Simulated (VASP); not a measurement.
# TiB2N3 (P4mm) in VASP: further runs

The runs below take TiB2N3 through single point, relaxation of cell and atoms, with PBE.

All numbers are computed with VASP 6.6.1; they aren't measurements. Logs are shortened: lines on timing, memory, paths and dates and some standing lists are left out, and cuts for length are marked.

### Step 1. The cell of the first run

Symmetry: P4mm, No. 99, tetragonal system. Conventional cell: a = 3.255 Å, b = 3.255 Å, c = 4.771 Å, α = 90.00°, β = 90.00°, γ = 90.00°. Ti (site symmetry 4mm) has 6 B at 2.21 to 2.56 Å and 4 N at 2.31 Å within 2.9 Å. Within 2.3 Å of B (site symmetry 4mm) lie 4 N at 1.73 Å and 1 Ti at 2.21 Å. B (site symmetry 4mm) has 1 N at 1.52 Å within 2.0 Å. Within 2.3 Å of N (site symmetry 2mm) lie 2 N at 1.71 Å and 2 B at 1.73 Å. N (site symmetry 4mm) has 1 B at 1.52 Å and 4 N at 1.71 Å within 2.0 Å.

### Step 2. Single point, PBE

The input, INCAR:

```
PREC = Accurate ; ENCUT = 520
EDIFF = 1E-7 ; ISMEAR = 0
SIGMA = 0.1 ; LREAL = False
LASPH = True ; NELM = 80
ALGO = Normal ; ISIF = 2
LWAVE = False ; LCHARG = False
GGA = PE ; NBANDS = 26
```

The input, KPOINTS:

```
Automatic mesh
0
Gamma
  6 6 4
```

The input, POSCAR:

```
TiB2N3
1.0
    3.2546398555      0.0000000000      0.0000000000
    0.0000000000      3.2546398555      0.0000000000
    0.0000000000      0.0000000000      4.7706810732
Ti B N
1 2 3
Direct
    0.0000000000      0.0000000000      0.1024584317
    0.0000000000      0.0000000000      0.6384218011
    0.5000000000      0.5000000000      0.3313212736
    0.5000000000      0.0000000000      0.7595404963
    0.0000000000      0.5000000000      0.7595404963
    0.5000000000      0.5000000000      0.6498372109
```

Potentials or basis: VASP PAW PBE potentials, release 64 (Ti_sv, B, N).

Run with:

```
cat potpaw_PBE.64/Ti_sv/POTCAR potpaw_PBE.64/B/POTCAR potpaw_PBE.64/N/POTCAR > POTCAR
mpirun -np 1 vasp_std > vasp.out
```

OUTCAR:

```text
PREC = Accurate
   ENCUT = 520
   EDIFF = 1E-7
   ISMEAR = 0
   LREAL = False
   LASPH = True
   NELM = 80
   ISIF = 2
   GGA = PE

 ion  position               nearest neighbor table
   1  0.000  0.000  0.102-   2 2.21   4 2.31   5 2.31   5 2.31   4 2.31
   2  0.000  0.000  0.638-   4 1.73   5 1.73   5 1.73   4 1.73   1 2.21
   3  0.500  0.500  0.331-   6 1.52
   4  0.500  0.000  0.760-   6 1.71   6 1.71   2 1.73   2 1.73   1 2.31   1 2.31
   5  0.000  0.500  0.760-   6 1.71   6 1.71   2 1.73   2 1.73   1 2.31   1 2.31
   6  0.500  0.500  0.650-   3 1.52   4 1.71   5 1.71   4 1.71   5 1.71

  LATTYP: Found a simple tetragonal cell.
 ALAT       =     3.2546398555
 C/A-ratio  =     1.4658092093

  Lattice vectors:

 A1 = (   3.2546398555,   0.0000000000,   0.0000000000)
 A2 = (   0.0000000000,   3.2546398555,   0.0000000000)
 A3 = (   0.0000000000,   0.0000000000,   4.7706810732)

Analysis of symmetry for initial positions (statically):
=====================================================================
 Subroutine PRICEL returns:
 Original cell was already a primitive cell.

 Routine SETGRP: Setting up the symmetry group for a
 simple tetragonal supercell.

 Subroutine GETGRP returns: Found  8 space group operations
 (whereof  8 operations were pure point group operations)
 out of a pool of 16 trial point group operations.

The static configuration has the point symmetry C_4v.

Analysis of symmetry for dynamics (positions and initial velocities):
=====================================================================
 Subroutine PRICEL returns:
 Original cell was already a primitive cell.

 Routine SETGRP: Setting up the symmetry group for a
 simple tetragonal supercell.

 Subroutine GETGRP returns: Found  8 space group operations
 (whereof  8 operations were pure point group operations)
 out of a pool of 16 trial point group operations.

The dynamic configuration has the point symmetry C_4v.

 Subroutine INISYM returns: Found  8 space group operations
 (whereof  8 operations are pure point group operations),
 and found     1 'primitive' translations

----------------------------------------------------------------------------------------

                                     Primitive cell

  volume of cell :      50.5343

  direct lattice vectors                    reciprocal lattice vectors
     3.254639855  0.000000000  0.000000000     0.307253658  0.000000000  0.000000000
     0.000000000  3.254639855  0.000000000     0.000000000  0.307253658  0.000000000
     0.000000000  0.000000000  4.770681073     0.000000000  0.000000000  0.209613677

  length of vectors
     3.254639855  3.254639855  4.770681073     0.307253658  0.307253658  0.209613677

  position of ions in fractional coordinates (direct lattice)
     0.000000000  0.000000000  0.102458432
     0.000000000  0.000000000  0.638421801
     0.500000000  0.500000000  0.331321274
     0.500000000  0.000000000  0.759540496
     0.000000000  0.500000000  0.759540496
     0.500000000  0.500000000  0.649837211

  ion indices of the primitive-cell ions
   primitive index   ion index
                 1           1
                 2           2
                 3           3
                 4           4
                 5           5
                 6           6

----------------------------------------------------------------------------------------

 KPOINTS: Automatic mesh

Automatic generation of k-mesh.
 Grid dimensions read from file:
 generate k-points for:    6    6    4

 Generating k-lattice:

  Cartesian coordinates                     Fractional coordinates (reciprocal lattice)
     0.051208943  0.000000000  0.000000000     0.166666667  0.000000000  0.000000000
     0.000000000  0.051208943  0.000000000     0.000000000  0.166666667  0.000000000
     0.000000000  0.000000000  0.052403419     0.000000000  0.000000000  0.250000000

  Length of vectors
     0.051208943  0.051208943  0.052403419

  Shift w.r.t. Gamma in fractional coordinates (k-lattice)
     0.000000000  0.000000000  0.000000000

 Subroutine IBZKPT returns following result:
 ===========================================

 Found     30 irreducible k-points:

 Following reciprocal coordinates:
            Coordinates               Weight
  0.000000  0.000000  0.000000      1.000000
  0.166667  0.000000  0.000000      4.000000
  0.333333  0.000000  0.000000      4.000000
  0.500000  0.000000  0.000000      2.000000
  0.166667  0.166667  0.000000      4.000000
  0.333333  0.166667  0.000000      8.000000
[... 16 lines left out ...]
  0.333333  0.000000  0.500000      4.000000
  0.500000  0.000000  0.500000      2.000000
 [... further k-points ...]
   k-points           NKPTS =     30   k-points in BZ     NKDIM =     30   number of bands    NBANDS=     26
   number of dos      NEDOS =    301   number of ions     NIONS =      6
   total plane-waves  NPLWV =  20736
   dimension x,y,z NGX =    24 NGY =   24 NGZ =   36
   dimension x,y,z NGXF=    48 NGYF=   48 NGZF=   72
   ions per type =               1   2   3
   NGX,Y,Z   is equivalent  to a cutoff of  12.26, 12.26, 12.55 a.u.
   NGXF,Y,Z  is equivalent  to a cutoff of  24.52, 24.52, 25.09 a.u.
 SYSTEM =  unknown system
   PREC   = accura    normal or accurate (medium, high low for compatibility)
   ISTART =      0    job   : 0-new  1-cont  2-samecut
   ICHARG =      2    charge: 1-file 2-atom 10-const
   ISPIN  =      1    spin polarized calculation?
   LNONCOLLINEAR =      F non collinear calculations
   LSORBIT =      F    spin-orbit coupling
   LASPH  =      T    aspherical Exc in radial PAW
   ENCUT  =  520.0 eV  38.22 Ry    6.18 a.u.   6.05  6.05  8.87*2*pi/ulx,y,z
   NELM   =     80;   NELMIN=  2; NELMDL= -5     # of ELM steps
   EDIFF  = 0.1E-06   stopping-criterion for ELM
   LREAL  =      F    real-space projection
   EDIFFG = 0.1E-05   stopping-criterion for IOM
   NSW    =      0    number of steps for IOM
   IBRION =     -1    ionic relax: 0-MD 1-quasi-New 2-CG
   NFREE  =      0    steps in history (QN), initial steepest desc. (CG)
   ISIF   =      2    stress and relaxation
   ISYM   =      2    0-nonsym 1-usesym 2-fastsym
   POTIM  = 0.5000    time-step for ionic-motion
   TEBEG  =    0.0;   TEEND  =   0.0 temperature during run
   PSTRESS=    0.0 pullay stress
   NELECT =      33.0000    total number of electrons
   NUPDOWN=      -1.0000    fix difference up-down
   EMIN   =  10.00;   EMAX   =-10.00  energy-range for DOS
   EFERMI =   0.00;   METHOD = LEGACY
   ISMEAR =     0;   SIGMA  =   0.10  broadening in eV -4-tet -1-fermi 0-gaus
   EFERMI_NEDOS =   21; number of points for ismear=-14 and -15
   IALGO  =     38    algorithm
   IMIX   =      4    mixing-type and parameters
     AMIX     =   0.40;   BMIX     =  1.00
     AMIX_MAG =   1.60;   BMIX_MAG =  1.00
  volume/ion in A,a.u.               =       8.42        56.84
  Fermi-wavevector in a.u.,A,eV,Ry     =   1.420313  2.684002 27.446883  2.017289
  Thomas-Fermi vector in A             =   2.541241
   LORBIT       =      0    0 simple, 1 ext, 2 COOP (PROOUT), +10 PAW based schemes
   GGA     = PE    functional components
   LHFCALC =     F    Hartree Fock is set to
   AEXX    =    0.0000 exact exchange contribution
   IVDW    =     0    specifies the selected vdW correction
   LEPSILON=     F    determine dielectric tensor
   LRPA    =     F    only Hartree local field effects (RPA)
 non-spin polarized calculation
 Gauss-broadening in eV      SIGMA  =   0.10
  energy-cutoff  :      520.00
  volume of cell :       50.53
 maximum number of plane-waves:      1400
   NGX = 13   NGY = 13   NGZ = 17

 number of electron      33.0000010 magnetization

 Free energy of the ion-electron system (eV)
  ---------------------------------------------------
  ext. energy  EPLUGINS =         0.00000000
  ---------------------------------------------------
  free energy    TOTEN  =       -39.60470110 eV

  energy without entropy =      -39.58964089  energy(sigma->0) =      -39.59717100

 E-fermi :   7.5490     XC(G=0): -12.2175

 val. band max:        7.5403928620   @ k =   0.5000   0.1667   0.2500
 cond. band min:       7.5539573447   @ k =   0.3333   0.3333   0.2500
 fundamental gap:      0.0135644827
 Fermi energy:         7.5490260430

 k-point     1 :       0.0000    0.0000    0.0000
  band No.  band energies     occupation
      1     -49.4932      2.00000
      2     -25.7867      2.00000
      3     -25.6628      2.00000
      4     -25.6628      2.00000
      5     -14.2583      2.00000
      6      -5.0887      2.00000
[... 18 lines left out ...]
     25      13.6901      0.00000
     26      13.6901      0.00000

 k-point     2 :       0.1667    0.0000    0.0000
  band No.  band energies     occupation
      1     -49.4907      2.00000
      2     -25.7816      2.00000
      3     -25.6953      2.00000
      4     -25.6600      2.00000
      5     -13.9891      2.00000
      6      -6.7670      2.00000
[... 18 lines left out ...]
     25      14.1365      0.00000
     26      14.3195      0.00000

 k-point     3 :       0.3333    0.0000    0.0000
  band No.  band energies     occupation
      1     -49.4855      2.00000
      2     -25.7720      2.00000
      3     -25.7590      2.00000
      4     -25.6543      2.00000
      5     -13.2469      2.00000
      6      -8.9806      2.00000
[... 18 lines left out ...]
     25      15.0174      0.00000
     26      15.8732      0.00000

 k-point     4 :       0.5000    0.0000    0.0000
  band No.  band energies     occupation
      1     -49.4829      2.00000
      2     -25.7924      2.00000
      3     -25.7655      2.00000
      4     -25.6515      2.00000
      5     -12.5990      2.00000
      6     -10.1528      2.00000
[... 18 lines left out ...]
     25      15.4490      0.00000
     26      16.5690      0.00000
[... 496 lines left out ...]
      1     -49.4906      2.00000
      2     -25.7854      2.00000
      3     -25.6948      2.00000
      4     -25.6597      2.00000
      5     -13.9331      2.00000
      6      -6.7788      2.00000
[... 18 lines left out ...]
     25      14.9375      0.00000
     26      15.2413      0.00000

 k-point    23 :       0.3333    0.0000    0.5000
  band No.  band energies     occupation
      1     -49.4855      2.00000
      2     -25.7746      2.00000
      3     -25.7585      2.00000
      4     -25.6541      2.00000
      5     -13.2198      2.00000
      6      -8.9447      2.00000
[... 18 lines left out ...]
     25      15.1469      0.00000
     26      15.5249      0.00000

 k-point    24 :       0.5000    0.0000    0.5000
  band No.  band energies     occupation
      1     -49.4829      2.00000
      2     -25.7915      2.00000
      3     -25.7679      2.00000
      4     -25.6513      2.00000
      5     -12.6089      2.00000
      6     -10.0770      2.00000
[... 18 lines left out ...]
     25      15.1169      0.00000
     26      15.3197      0.00000

 [... further k-points ...]
[... 5 lines left out ...]
  --------------------------------------------------------------------------------------
  -------------------------------------------------------------------------------------
  Total        0.0120311      0.0120311      0.0479725      0.0000000     -0.0000000      0.0000000
  in kB        0.3814427      0.3814427      1.5209551      0.0000000     -0.0000000      0.0000000
  external PRESSURE =       0.7612801 kB  Pullay stress =       0.0000000 kB

 VOLUME and BASIS-vectors are now :
 -----------------------------------------------------------------------------
  energy-cutoff  :      520.00
  volume of cell :       50.53
      direct lattice vectors                 reciprocal lattice vectors
     3.254639855  0.000000000  0.000000000     0.307253658  0.000000000  0.000000000
     0.000000000  3.254639855  0.000000000     0.000000000  0.307253658  0.000000000
     0.000000000  0.000000000  4.770681073     0.000000000  0.000000000  0.209613677

 POSITION                                       TOTAL-FORCE (eV/Angst)
 -----------------------------------------------------------------------------------
      0.00000      0.00000      0.48880        -0.000000      0.000000      0.036528
      0.00000      0.00000      3.04571         0.000000      0.000000     -0.007639
      1.62732      1.62732      1.58063        -0.000000     -0.000000     -0.017893
      1.62732      0.00000      3.62353         0.000000      0.000000     -0.017424
      0.00000      1.62732      3.62353         0.000000      0.000000     -0.017424
      1.62732      1.62732      3.10017         0.000000     -0.000000      0.023853
 -----------------------------------------------------------------------------------
    total drift:                                0.000000      0.000000     -0.000309

  FREE ENERGIE OF THE ION-ELECTRON SYSTEM (eV)
  ---------------------------------------------------
  free  energy   TOTEN  =       -39.6047011035 eV

  energy  without entropy=      -39.5896408868  energy(sigma->0) =      -39.59717100
```

Run time: 27 s. Hardware: 1 thread of Intel Xeon Platinum 8375C at 2.90GHz (Ice Lake), shared host; peak memory 0.17 GiB.

Results:

* Free energy: -39.6047 eV
* Pressure: 0.1 GPa
* Largest force: 0.037 eV/Å

Forces in eV/Å, atoms in the order of the input:
```
Ti   0.000  0.000  0.037
B    0.000  0.000 -0.008
B    0.000  0.000 -0.018
N    0.000  0.000 -0.017
N    0.000  0.000 -0.017
N    0.000  0.000  0.024
```

Stress tensor (GPa, compression positive):
```
0.04 0.00 0.00
0.00 0.04 0.00
0.00 0.00 0.15
```

Levels at points of the mesh, in eV from the Fermi level:
```
           k point  band 14  band 15  band 16  band 17  band 18  band 19
(0.00, 0.00, 0.00)    -2.54    -2.26     0.49     0.49     0.61     1.38
(0.50, 0.00, 0.00)    -2.79    -2.56     0.49     0.58     1.62     2.02
(0.50, 0.50, 0.00)    -0.90    -0.72     0.16     0.65     1.91     1.91
(0.00, 0.00, 0.50)    -3.10    -2.88    -1.30     1.20     1.20     1.96
(0.50, 0.00, 0.50)    -2.72    -0.93    -0.10    -0.05     1.64     1.76
(0.50, 0.50, 0.50)    -1.13    -1.13     0.18     0.66     1.97     1.97
```

### Step 3. Relaxation of cell and atoms, PBE

This run uses another cell than the first one, of 8.38 Å³/atom, 0.995 times its volume.

The input, INCAR:

```
SYSTEM = TiB2N3
PREC = Accurate
ENCUT = 600
EDIFF = 1E-6
ISMEAR = 0
SIGMA = 0.1
LREAL = .FALSE.
LASPH = .TRUE.
NELM = 60
ALGO = Normal
ISIF = 3
LWAVE = .FALSE.
LCHARG = .FALSE.
GGA = PE
IBRION = 2
NSW = 90
EDIFFG = -0.04
```

The input, KPOINTS:

```
Automatic mesh
0
G
  6 6 4
  0 0 0
```

The input, POSCAR:

```
TiB2N3
1.0
    3.2274011381      0.0000000000      0.0000000000
    0.0000000000      3.2274011381      0.0000000000
    0.0000000000      0.0000000000      4.8255867120
Ti B N
1 2 3
Direct
    0.0000000000      0.0000000000      0.1129385973
    0.0000000000      0.0000000000      0.6494344014
    0.5000000000      0.5000000000      0.3217921167
    0.5000000000      0.0000000000      0.7584029285
    0.0000000000      0.5000000000      0.7584029285
    0.5000000000      0.5000000000      0.6401487376
```

Potentials or basis: VASP PAW PBE potentials, release 64 (Ti_sv, B, N).

Run with:

```
cat potpaw_PBE.64/Ti_sv/POTCAR potpaw_PBE.64/B/POTCAR potpaw_PBE.64/N/POTCAR > POTCAR
mpirun -np 1 vasp_std > vasp.out
```

Wall time 3.4 min (1 thread of Intel Xeon Platinum 8375C at 2.90GHz (Ice Lake), shared host); peak memory 0.2 GiB.

The run converged. Its results:

| Quantity | Value |
| --- | --- |
| Free energy | -39.6120 eV |
| Relaxed volume | 8.43 Å³/atom |
| Relaxed cell | a = 3.252 Å, b = 3.252 Å, c = 4.782 Å, α = 90.00°, β = 90.00°, γ = 90.00° |
| Space group after relaxing (to 0.05 Å) | P4mm (No. 99) |
| Energy gained by relaxing | 6.7 meV/atom |
| Ionic steps | 10 |
| Pressure after relaxing | -0.1 GPa |
| Largest force after relaxing | 0.032 eV/Å |

Forces in eV/Å, atoms in the order of the input:
```
Ti   0.000  0.000  0.032
B    0.000  0.000 -0.021
B    0.000  0.000 -0.016
N    0.000  0.000  0.014
N    0.000  0.000  0.014
N    0.000  0.000 -0.023
```

Stress tensor (GPa, compression positive):
```
 0.06  0.00  0.00
 0.00  0.06  0.00
 0.00  0.00 -0.49
```

The path:
```csv
step,energy change (eV),largest force (eV/Å),pressure (GPa),volume (Å³)
1,0.0000,0.5169,1.48,50.26
2,-0.0210,0.5076,-0.34,50.83
3,-0.0251,0.2866,0.10,50.66
4,-0.0306,0.1881,-0.43,50.76
5,-0.0315,0.2351,-0.74,50.82
6,-0.0350,0.1200,-0.25,50.73
7,-0.0363,0.1383,0.27,50.64
8,-0.0382,0.1146,0.02,50.66
9,-0.0394,0.0835,-0.34,50.69
10,-0.0401,0.0324,-0.12,50.58
```

Final structure:
```
Ti B N
1.0
     3.25235    0.00000    0.00000
     0.00000    3.25235    0.00000
     0.00000    0.00000    4.78220
Ti B N
1 2 3
Direct
  0.00000 0.00000 0.10277
  0.00000 0.00000 0.63954
  0.50000 0.50000 0.33151
  0.50000 0.00000 0.75877
  0.00000 0.50000 0.75877
  0.50000 0.50000 0.64976
```

Levels at points of the mesh, in eV from the Fermi level:
```tsv
k point	band 12	band 13	band 14	band 15	band 16	band 17	band 18	band 19	band 20
(0.00, 0.00, 0.00)	-3.52	-3.52	-2.52	-2.27	0.50	0.50	0.61	1.35	1.95
(0.50, 0.00, 0.00)	-5.74	-4.18	-2.78	-2.55	0.49	0.59	1.62	2.03	2.54
(0.50, 0.50, 0.00)	-3.72	-0.89	-0.89	-0.70	0.18	0.66	1.92	1.92	2.24
(0.00, 0.00, 0.50)	-3.50	-3.50	-3.13	-2.85	-1.27	1.20	1.20	1.94	1.96
(0.50, 0.00, 0.50)	-5.78	-3.21	-2.73	-0.90	-0.09	-0.08	1.66	1.77	2.19
(0.50, 0.50, 0.50)	-2.75	-2.18	-1.14	-1.14	0.20	0.66	1.98	1.98	2.93
```

[end of part 1 of 2]
